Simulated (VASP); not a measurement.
# Si4O (Pmmm) in VASP: further runs, part 2 of 2

VASP 6.6.1. The steps go on from the part before.

## (4) Single point, PBE

This run uses another cell than the first one, of 18.44 Å³/atom.

INCAR

```
PREC = Accurate
ENCUT = 520
EDIFF = 1E-7
ISMEAR = 0
SIGMA = 0.1
LREAL = False
LASPH = True
NELM = 60
ALGO = Normal
ISIF = 2
LWAVE = False
LCHARG = False
GGA = PE
NBANDS = 19
```

KPOINTS

```
regular mesh
0
Gamma
  6 4 4
```

POSCAR

```
Si4O
1.0
    2.5653866023      0.0000000000      0.0000000000
    0.0000000000      5.8172917732      0.0000000000
    0.0000000000      0.0000000000      6.1780901864
Si O
4 1
Direct
    0.5000000000      0.2661799521      0.0000000000
    0.5000000000      0.7338200479      0.0000000000
    0.0000000000      0.5000000000      0.7002629136
    0.0000000000      0.5000000000      0.2997370864
    0.0000000000      0.0000000000      0.0000000000
```

Potentials or basis: VASP PAW PBE potentials, release 64 (Si, O).

Run with:

```console
cat potpaw_PBE.64/Si/POTCAR potpaw_PBE.64/O/POTCAR > POTCAR
mpirun -np 1 vasp_std > vasp.out
```

OUTCAR:

```text
PREC = Accurate
   ENCUT = 520
   EDIFF = 1E-7
   ISMEAR = 0
   LREAL = False
   LASPH = True
   NELM = 60
   ISIF = 2
   GGA = PE

 ion  position               nearest neighbor table
   1  0.500  0.266  0.000-   5 2.01   5 2.01   3 2.63   3 2.63   4 2.63   4 2.63   2 2.72   2 3.10

   2  0.500  0.734  0.000-   5 2.01   5 2.01   3 2.63   3 2.63   4 2.63   4 2.63   1 2.72   1 3.10

   3  0.000  0.500  0.700-   4 2.47   2 2.63   1 2.63   1 2.63   2 2.63
   4  0.000  0.500  0.300-   3 2.47   2 2.63   1 2.63   1 2.63   2 2.63
   5  0.000  0.000  0.000-   1 2.01   2 2.01   1 2.01   2 2.01

  LATTYP: Found a simple orthorhombic cell.
 ALAT       =     2.5653866023
 B/A-ratio  =     2.2676082303
 C/A-ratio  =     2.4082491820

  Lattice vectors:

 A1 = (   2.5653866023,   0.0000000000,   0.0000000000)
 A2 = (   0.0000000000,   5.8172917732,   0.0000000000)
 A3 = (   0.0000000000,   0.0000000000,   6.1780901864)

Analysis of symmetry for initial positions (statically):
=====================================================================
 Subroutine PRICEL returns:
[... 181 lines left out ...]
 cond. band min:       5.9298713829   @ k =   0.3333   0.0000   0.0000
 fundamental gap:      0.0081512580
 Fermi energy:         5.9276380892

 k-point     1 :       0.0000    0.0000    0.0000
  band No.  band energies     occupation
      1     -15.7639      2.00000
      2      -7.1211      2.00000
      3      -5.6392      2.00000
      4      -3.7442      2.00000
      5      -2.4796      2.00000
      6       0.0861      2.00000
[... 505 lines left out ...]
      6       0.7755      2.00000
[... 11 lines left out ...]
     18       9.7123      0.00000
     19      12.2158      0.00000

 [... further k-points ...]

------------------------ aborting loop because EDIFF is reached ----------------------------------------

  FORCE on cell =-STRESS in cart. coord.  units (eV):
  Direction    XX          YY          ZZ          XY          YZ          ZX
  --------------------------------------------------------------------------------------
  -------------------------------------------------------------------------------------
  Total        0.0287063      0.1177904     -0.0587395      0.0000000      0.0000000      0.0000000
  in kB        0.4988376      2.0468815     -1.0207350      0.0000000      0.0000000      0.0000000
  external PRESSURE =       0.5083280 kB  Pullay stress =       0.0000000 kB

 VOLUME and BASIS-vectors are now :
 -----------------------------------------------------------------------------
  energy-cutoff  :      520.00
  volume of cell :       92.20
      direct lattice vectors                 reciprocal lattice vectors
     2.565386602  0.000000000  0.000000000     0.389804796  0.000000000  0.000000000
     0.000000000  5.817291773  0.000000000     0.000000000  0.171901297  0.000000000
     0.000000000  0.000000000  6.178090186     0.000000000  0.000000000  0.161862318

 POSITION                                       TOTAL-FORCE (eV/Angst)
 -----------------------------------------------------------------------------------
      1.28269      1.54845      0.00000         0.000000      0.015123      0.000000
      1.28269      4.26885      0.00000        -0.000000     -0.015123     -0.000000
      0.00000      2.90865      4.32629        -0.000000     -0.000000     -0.003883
      0.00000      2.90865      1.85180        -0.000000      0.000000      0.003883
      0.00000      0.00000      0.00000        -0.000000      0.000000      0.000000
 -----------------------------------------------------------------------------------
    total drift:                                0.000000     -0.000000     -0.000000

  FREE ENERGIE OF THE ION-ELECTRON SYSTEM (eV)
  ---------------------------------------------------
  free  energy   TOTEN  =       -26.1721992074 eV

  energy  without entropy=      -26.1629751550  energy(sigma->0) =      -26.16758718
```

stdout:

```text
POSCAR found type information on POSCAR SiO
 POSCAR found :  2 types and       5 ions
 scaLAPACK will be used
 LDA part: xc-table for (Slater+PW92), standard interpolation
 POSCAR, INCAR and KPOINTS ok, starting setup
 FFT: planning ... GRIDC
 FFT: planning ... GRID_SOFT
 FFT: planning ... GRID
 WAVECAR not read
 entering main loop
```

It took 40 s on 1 thread of Intel Xeon 6975P-C (Granite Rapids), shared host; peak memory 0.21 GiB.

Results:

| Quantity | Value |
| --- | --- |
| Free energy | -26.1722 eV |
| Pressure | 0.1 GPa |
| Largest force | 0.015 eV/Å |
| Band gap on the k mesh | zero (bands 11 and 12 overlap by 3.40 eV) |

Forces in eV/Å, atoms in the order of the input:
```
Si   0.000  0.015  0.000
Si   0.000 -0.015  0.000
Si   0.000  0.000 -0.004
Si   0.000  0.000  0.004
O    0.000  0.000  0.000
```

Caveat: the k points lie up to 0.41 Å⁻¹ apart, too coarse for converged energies and pressures of a metal.

## (5) Relaxation of cell and atoms, PBE

INCAR

```
SYSTEM = Si4O
  ALGO = Normal
  EDIFF = 1E-7
  EDIFFG = -0.04
  ENCUT = 600
  GGA = PE
  IBRION = 2
  ISIF = 3
  ISMEAR = 0
  LASPH = .True.
  LCHARG = .False.
  LREAL = .False.
  LWAVE = .False.
  NELM = 100
  NSW = 90
  PREC = Accurate
  SIGMA = 0.1
```

KPOINTS

```
k-points
0
Gamma
  4 4 4
  0 0 0
```

POSCAR

```
Si4O
1.0
    3.7691534700      0.0000000000      0.0000000000
    0.0000000000      3.9711337700      0.0000000000
    0.0000000000      0.0000000000      5.3232063300
Si O
4 1
Direct
    0.5000000000      0.1985893900      0.0000000000
    0.5000000000      0.8014106100      0.0000000000
    0.0000000000      0.5000000000      0.6978744300
    0.0000000000      0.5000000000      0.3021255700
    0.0000000000      0.0000000000      0.0000000000
```

Run with:

```console
cat potpaw_PBE.64/Si/POTCAR potpaw_PBE.64/O/POTCAR > POTCAR
mpirun -np 1 vasp_std > vasp.out
```

It took 17 min on 1 thread of Intel Xeon 6975P-C (Granite Rapids), shared host; peak memory 0.21 GiB.

It converged, with:

```
Free energy                           : -25.8177 eV
Relaxed volume                        : 17.46 Å³/atom
Relaxed cell                          : a = 2.743 Å, b = 6.174 Å, c = 5.156 Å, α = 90.00°, β = 90.00°, γ = 90.00°
Space group after relaxing (to 0.1 Å) : Pmmm (No. 47)
Pressure after relaxing               : -0.1 GPa
Largest force after relaxing          : 0.030 eV/Å
Band gap on the k mesh                : zero (bands 11 and 12 overlap by 3.25 eV)
```

Forces in eV/Å, atoms in the order of the input:
```
Si   0.000  0.030  0.000
Si   0.000 -0.030  0.000
Si   0.000  0.000  0.008
Si   0.000  0.000 -0.008
O    0.000  0.000  0.000
```

Stress tensor (GPa, compression positive):
```
-0.11  0.00  0.00
 0.00 -0.12  0.00
 0.00  0.00  0.06
```

Final structure:
```yaml
crystal:
  lattice:
    - [2.74254, 0.00000, 0.00000]
    - [0.00000, 6.17378, 0.00000]
    - [0.00000, 0.00000, 5.15561]
  atoms:
    - { symbol: Si, position: [0.50000, 0.23911, 0.00000] }
    - { symbol: Si, position: [0.50000, 0.76089, 0.00000] }
    - { symbol: Si, position: [0.00000, 0.50000, 0.73309] }
    - { symbol: Si, position: [0.00000, 0.50000, 0.26691] }
    - { symbol: O, position: [0.00000, 0.00000, 0.00000] }
```

Levels at points of the mesh, in eV from the Fermi level:
| k point | band 7 | band 8 | band 9 | band 10 | band 11 | band 12 | band 13 | band 14 | band 15 |
| --- | --- | --- | --- | --- | --- | --- | --- | --- | --- |
| (0.00, 0.00, 0.00) | -5.69 | -5.44 | -3.80 | -2.81 | 0.37 | 3.01 | 3.39 | 3.50 | 4.12 |
| (0.50, 0.00, 0.00) | -5.14 | -4.27 | -4.08 | -3.04 | -2.54 | -0.99 | 0.48 | 0.84 | 2.57 |
| (0.00, 0.50, 0.00) | -6.63 | -5.69 | -2.58 | -0.35 | 0.49 | 0.84 | 2.04 | 3.14 | 5.35 |
| (0.50, 0.50, 0.00) | -4.63 | -4.01 | -3.89 | -3.44 | -3.39 | -1.75 | -0.24 | 0.25 | 1.32 |
| (0.00, 0.00, 0.50) | -5.15 | -4.98 | -2.69 | -2.20 | -0.77 | 1.88 | 3.79 | 3.82 | 4.29 |
| (0.50, 0.00, 0.50) | -5.70 | -5.14 | -4.87 | -2.19 | -0.74 | -0.23 | 1.43 | 1.65 | 2.62 |
| (0.00, 0.50, 0.50) | -5.69 | -3.67 | -2.65 | -0.69 | 0.79 | 1.23 | 1.97 | 3.49 | 4.41 |
| (0.50, 0.50, 0.50) | -5.65 | -5.07 | -4.39 | -3.27 | -0.94 | -0.63 | -0.38 | 1.21 | 3.00 |

Caveat: the k points lie up to 0.57 Å⁻¹ apart in the final cell, too coarse for converged energies and pressures of a metal; a cell axis changed by over 15 % at a fixed basis, so the end point is rough.

## (6) Single point, PBE, collinear spin, ferromagnetic start

INCAR

```
ALGO = Normal
EDIFF = 1E-7
ENCUT = 520
GGA = PE
ISIF = 2
ISMEAR = 0
ISPIN = 2
LASPH = T
LCHARG = F
LORBIT = 11
LREAL = F
LWAVE = F
MAGMOM = 0 0 0 0 1
NBANDS = 23
NELM = 150
PREC = Accurate
SIGMA = 0.1
```

KPOINTS

```
k-points
0
Gamma
  4 4 4
```

POSCAR is that of step 5.

Potentials or basis: VASP PAW PBE potentials, release 64 (Si, O).

Run with:

```console
cat potpaw_PBE.64/Si/POTCAR potpaw_PBE.64/O/POTCAR > POTCAR
mpirun -np 1 vasp_std > vasp.out
```

Wall time 71 s (1 thread of Intel Xeon 6975P-C (Granite Rapids), shared host); peak memory 0.22 GiB.

It converged, with:

```
Free energy                                           : -15.2952 eV
Pressure                                              : 41.1 GPa
Largest force                                         : 33.787 eV/Å
Band gap on the k mesh                                : zero (filled and empty bands overlap)
Net moment                                            : 0.00 μB per cell
Valence electrons inside the program's atomic spheres : Si 1.95, 1.63 (each value once); O 5.00
```

Forces on the atoms (eV/Å):
```
Si    0.000  33.787   0.000
Si    0.000 -33.787   0.000
Si    0.000   0.000   2.639
Si    0.000   0.000  -2.639
O     0.000   0.000   0.000
```

Stress tensor (GPa, compression positive):
```
  2.19   0.00   0.00
  0.00 111.20   0.00
  0.00   0.00  10.03
```

Levels at points of the mesh, in eV from the Fermi level:
Spin up:
```tsv
k point	band 8	band 9	band 10	band 11	band 12	band 13	band 14	band 15
(0.00, 0.00, 0.00)	-2.43	-0.60	0.20	0.69	1.36	1.36	2.12	3.02
(0.50, 0.00, 0.00)	-3.78	-1.44	-1.18	-1.13	-0.88	1.26	2.96	3.04
(0.00, 0.50, 0.00)	-3.71	-2.24	-1.78	-0.01	2.10	2.99	3.67	4.14
(0.50, 0.50, 0.00)	-2.43	-2.40	-1.83	-1.51	-0.53	-0.22	2.77	2.86
(0.00, 0.00, 0.50)	-1.33	-0.88	-0.68	-0.06	0.43	1.31	1.63	3.21
(0.50, 0.00, 0.50)	-4.56	-1.02	-0.97	0.35	0.77	1.41	2.74	3.47
(0.00, 0.50, 0.50)	-1.77	-1.25	-1.01	-0.61	0.51	0.71	1.07	4.36
(0.50, 0.50, 0.50)	-2.83	-1.68	-1.41	-0.02	0.14	0.49	3.94	3.99
```
Spin down:
```csv
k point,band 7,band 8,band 9,band 10,band 11,band 12,band 13,band 14,band 15,band 16
"(0.00, 0.00, 0.00)",-5.17,-2.43,-0.60,0.20,0.69,1.36,1.36,2.12,3.02,3.21
"(0.50, 0.00, 0.00)",-4.50,-3.78,-1.43,-1.18,-1.13,-0.88,1.26,2.96,3.04,3.60
"(0.00, 0.50, 0.00)",-5.71,-3.71,-2.23,-1.78,-0.01,2.10,2.99,3.67,4.14,4.87
"(0.50, 0.50, 0.00)",-3.97,-2.43,-2.40,-1.83,-1.51,-0.53,-0.22,2.77,2.86,3.90
"(0.00, 0.00, 0.50)",-5.26,-1.33,-0.88,-0.68,-0.06,0.43,1.31,1.63,3.21,4.95
"(0.50, 0.00, 0.50)",-5.49,-4.56,-1.02,-0.97,0.35,0.77,1.41,2.74,3.47,3.71
"(0.00, 0.50, 0.50)",-3.72,-1.77,-1.25,-1.01,-0.61,0.51,0.71,1.07,4.36,4.69
"(0.50, 0.50, 0.50)",-3.93,-2.83,-1.68,-1.41,-0.02,0.14,0.49,3.94,3.99,4.29
```

Caveat: the k points lie up to 0.42 Å⁻¹ apart, too coarse for converged energies and pressures of a metal; forces of over 1 eV/Å act on the atoms, so gaps and moduli don't describe the material at rest.

## (7) The runs side by side

| task | spin | cell | k mesh | cutoff (eV) | gap on the mesh (eV) | pressure (GPa) | largest force (eV/Å) |
| --- | --- | --- | --- | --- | --- | --- | --- |
| single point | off | a = 3.769, b = 3.971, c = 5.323 Å, 5 atoms, atomic positions A | 4 × 4 × 4 | 520 | none | 41.1 | 33.79 |
| single point | off | a = 2.603, b = 5.640, c = 6.267 Å, 5 atoms, atomic positions B | 4 × 4 × 4 | 520 | none | 0.0 | 0.03 |
| single point | off | a = 2.565, b = 5.817, c = 6.178 Å, 5 atoms, atomic positions C | 6 × 4 × 4 | 520 | none | 0.1 | 0.02 |
| relaxation of cell and atoms | off | relaxed from a = 3.769, b = 3.971, c = 5.323 Å, 5 atoms, atomic positions A | 4 × 4 × 4 | 600 | none | -0.1 | 0.03 |
| single point | collinear, ferromagnetic start | a = 3.769, b = 3.971, c = 5.323 Å, 5 atoms, atomic positions A | 4 × 4 × 4 | 520 | none | 41.1 | 33.79 |

Alike in all rows: level PBE; potentials or basis VASP PAW PBE potentials, release 64 (Si, O); smearing gaussian 0.1 eV.

Caveats: all runs use coarse meshes; forces of over 1 eV/Å act on the atoms, so gaps and moduli don't describe the material at rest (at least some runs); a cell axis changed by over 15 % at a fixed basis, so the end point is rough (at least some runs).

Total energies depend on the potentials used, so only differences within one code and one set of settings carry meaning.

The gap in the log of VASP goes by the Fermi energy; the results here count the filled bands.